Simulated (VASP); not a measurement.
A run of VASP 6.6.1 is set up as follows.

INCAR

```
SYSTEM = Sb
  ALGO = Normal
  DIPOL = 0.5 0.5 0.500
  EDIFF = 1E-6
  ENCUT = 520
  GGA = CA
  IDIPOL = 3
  ISIF = 2
  ISMEAR = -1
  LASPH = .True.
  LCHARG = .False.
  LDIPOL = .True.
  LREAL = .False.
  LWAVE = .False.
  NBANDS = 14
  NELM = 100
  PREC = Accurate
  SIGMA = 0.08
```

The input KPOINTS:

```
k-points
0
Gamma
  14 14 1
  0 0 0
```

File POSCAR:

```
Sb
1.0
    3.2985250201      0.0000000000      0.0000000000
   -1.6492625100      2.8566064624      0.0000000000
    0.0000000000      0.0000000000     21.4548000000
Sb
3
Direct
    0.0000000000      0.0000000000      0.3773906233
    0.3333333333      0.6666666667      0.4999999997
    0.0000000000      0.0000000000      0.6226093770
```

Potentials or basis: VASP PAW LDA potentials, release 64 (Sb).

Command:

```sh
$ cat potpaw_LDA.64/Sb/POTCAR > POTCAR
$ mpirun -np 1 vasp_std > vasp.out
```

Estimate the band gap on the k mesh.

zero (an odd number of electrons rules out a gap without spin polarisation).

Predict the largest force.

0.015 eV/Å.

Forces in eV/Å, atoms in the order of the input:
```
Sb   0.000  0.000 -0.015
Sb   0.000  0.000  0.000
Sb   0.000  0.000  0.015
```

Caveat: spin-orbit coupling is left out, which moves the levels of the heavy elements.
